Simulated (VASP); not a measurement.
Input of a VASP 6.6.1 run:

The input INCAR:

```
SYSTEM = Ir
PREC = Accurate
ENCUT = 500
EDIFF = 1E-6
ISMEAR = 0
SIGMA = 0.1
LREAL = .False.
LASPH = .True.
NELM = 120
ALGO = Normal
ISIF = 2
LWAVE = .False.
LCHARG = .False.
GGA = PS
NBANDS = 26
GGA_COMPAT = .False.
```

KPOINTS

```
regular mesh
0
Gamma
  6 6 4
  0 0 0
```

The input POSCAR:

```
Ir
1.0
    4.2285370282      0.0000000000      0.0000000000
   -2.1142685141      3.6620204873      0.0000000000
    0.0000000000      0.0000000000      4.8007405458
Ir
4
Direct
    0.0000000000      0.0000000000      0.2500000000
    0.0000000000      0.0000000000      0.7500000000
    0.3333333333      0.6666666667      0.7500000000
    0.6666666667      0.3333333333      0.2500000000
```

Potentials or basis: VASP PAW PBE potentials, release 64 (Ir).

The run is started by

```bash
$ cat potpaw_PBE.64/Ir/POTCAR > POTCAR
$ mpirun -np 1 vasp_std > vasp.out
```

Question: Predict the pressure.

Answer: 0.2 GPa.

Question: Predict the band gap on the k mesh.

Answer: Zero (band 18 reaches 6.85 eV, above the bottom of band 19 at 5.85 eV).

Stress tensor (GPa, compression positive):
```
0.11 0.00 0.00
0.00 0.11 0.00
0.00 0.00 0.39
```

Caveat: the PAW data sets were made with another functional, which shifts forces and pressure a little; spin-orbit coupling is left out, which moves the levels of the heavy elements.
